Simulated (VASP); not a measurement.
Wanted: the native input for a VASP 6.6.1 run.

```yaml
Task: single point
Functional: PBEsol
Potentials_or_basis: VASP PAW PBE potentials, release 64 (Ru_pv)
Cutoff: 520 eV
k_mesh: 6 × 6 × 4
Occupations: gaussian, width 0.1 eV
Spin: no spin polarisation
Dipole_correction: no
Further_INCAR_settings: ALGO = Normal; EDIFF = 1e-06; NBANDS = 36
```

The structure of Ru lies in POSCAR:

```
Ru
1.0
    1.8932793705     -1.8919693737      0.0000000000
    1.8932793705      1.8919693737      0.0000000000
    0.0000000000      0.0000000000      7.4835132278
Ru
4
Direct
    0.7500275813      0.2499724187      0.1249840772
    0.7499724187      0.2500275813      0.6249840772
    0.2499724187      0.7500275813      0.8750159228
    0.2500275813      0.7499724187      0.3750159228
```

These files were run (other wordings do the same):

INCAR

```
PREC = Accurate
ENCUT = 520
EDIFF = 1E-6
ISMEAR = 0
SIGMA = 0.1
LREAL = False
LASPH = True
NELM = 60
ALGO = Normal
ISIF = 2
LWAVE = False
LCHARG = False
GGA = PS
NBANDS = 36
```

KPOINTS

```
regular mesh
0
Gamma
  6 6 4
```

Potentials or basis: VASP PAW PBE potentials, release 64 (Ru_pv).

Launch:

```sh
$ cat potpaw_PBE.64/Ru_pv/POTCAR > POTCAR
$ mpirun -np 1 vasp_std > vasp.out
```

Results of the run:

```
Pressure               : 0.0 GPa
Band gap on the k mesh : zero (bands 28 and 29 overlap by 2.91 eV)
```

Caveat: the k points lie up to 0.39 Å⁻¹ apart, too coarse for converged energies and pressures of a metal; the PAW data sets were made with another functional, which shifts forces and pressure a little.

It took 26 s on 1 thread of AMD EPYC 9R45 96-Core Processor (Zen 5) (shared host), peak memory 0.16 GiB.
